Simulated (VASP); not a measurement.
Wanted: the native input for a VASP 6.6.1 run.

| Item | Value |
| --- | --- |
| Task | single point |
| Functional | r2SCAN |
| Potentials or basis | VASP PAW PBE potentials, release 64 (Rb_sv, Br) |
| Cutoff | 520 eV |
| k mesh | 6 × 6 × 6 |
| Occupations | gaussian, width 0.01 eV |
| Spin | no spin polarisation |
| Dipole correction | no |
| Further INCAR settings | ALGO = Normal; EDIFF = 1e-07; NBANDS = 15 |

The system is RbBr.

```
Rb Br
1.0
     0.00000    3.32239    3.32239
     3.32239    0.00000    3.32239
     3.32239    3.32239    0.00000
Rb Br
1 1
Direct
  0.00000 0.00000 0.00000
  0.50000 0.50000 0.50000
```

This cell differs from its parent crystal: strain -4.0%.

The input as run:

POSCAR

```
RbBr
1.0
    0.0000000000      3.3223930095      3.3223930095
    3.3223930095      0.0000000000      3.3223930095
    3.3223930095      3.3223930095      0.0000000000
Rb Br
1 1
Direct
    0.0000000000      0.0000000000      0.0000000000
    0.5000000000      0.5000000000      0.5000000000
```

INCAR.step1

```
SYSTEM = RbBr
PREC = Accurate
ENCUT = 520
ISMEAR = 0
SIGMA = 0.01
LREAL = .False.
LASPH = .True.
NELM = 60
NBANDS = 15
GGA = PE
ALGO = Normal
EDIFF = 1E-4
LWAVE = .True.
LCHARG = .False.
```

INCAR.step2

```
SYSTEM = RbBr
PREC = Accurate
ENCUT = 520
EDIFF = 1E-7
ISMEAR = 0
SIGMA = 0.01
LREAL = .False.
LASPH = .True.
NELM = 60
ALGO = Normal
ISIF = 2
LWAVE = .False.
LCHARG = .True.
METAGGA = R2SCAN
LMIXTAU = .True.
LELF = .True.
LVHAR = .True.
NBANDS = 15
ISTART = 1
```

KPOINTS

```
regular mesh
0
Gamma
  6 6 6
  0 0 0
```

Potentials or basis: VASP PAW PBE potentials, release 64 (Rb_sv, Br).

Launch:

```bash
$ cat potpaw_PBE.64/Rb_sv/POTCAR potpaw_PBE.64/Br/POTCAR > POTCAR
$ cp INCAR.step1 INCAR
$ mpirun -np 1 vasp_std > vasp.out
$ cp INCAR.step2 INCAR
$ mpirun -np 1 vasp_std > vasp.out
```

It gave:

```yaml
Pressure: 2.4 GPa
Band_gap_on_the_k_mesh: 5.23 eV, direct
```

Caveat: the cell differs from its parent crystal (strain -4.0%); the PAW data sets were made with another functional, which shifts forces and pressure a little.

It took 74 s on 1 thread of Intel Xeon 6975P-C, with other jobs on the host, peak memory 0.22 GiB.
